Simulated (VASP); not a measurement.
TaN, 8 atoms in the cell. The cell holds a slab with vacuum, 8 atoms: a = 2.950 Å, b = 2.950 Å, c = 25.142 Å, α = 90.00°, β = 90.00°, γ = 120.00°. 

```yaml
Program: VASP 6.6.1
Task: single point
Functional: PBE
Potentials_or_basis: VASP PAW PBE potentials, release 64 (Ta_pv, N)
Cutoff: 520 eV
k_mesh: 12 × 12 × 1
Occupations: gaussian, width 0.1 eV
Spin: no spin polarisation
Dipole_correction: yes
Further_INCAR_settings: ALGO = Normal; EDIFF = 1e-07; NBANDS = 42
```

Potentials or basis: VASP PAW PBE potentials, release 64 (Ta_pv, N).

Launch:

```console
$ cat potpaw_PBE.64/Ta_pv/POTCAR potpaw_PBE.64/N/POTCAR > POTCAR
$ mpirun -np 1 vasp_std > vasp.out
```

Hardware: 1 thread of AMD EPYC 7R43 64-Core Processor (Zen 3), on a shared host.

**Question.** How long does it take, and how much memory?

**Answer.** Run time: 19 min on 1 thread of AMD EPYC 7R43 64-Core Processor (Zen 3) (shared host), peak memory 0.34 GiB. Counts: scf iterations 49, k points 19.
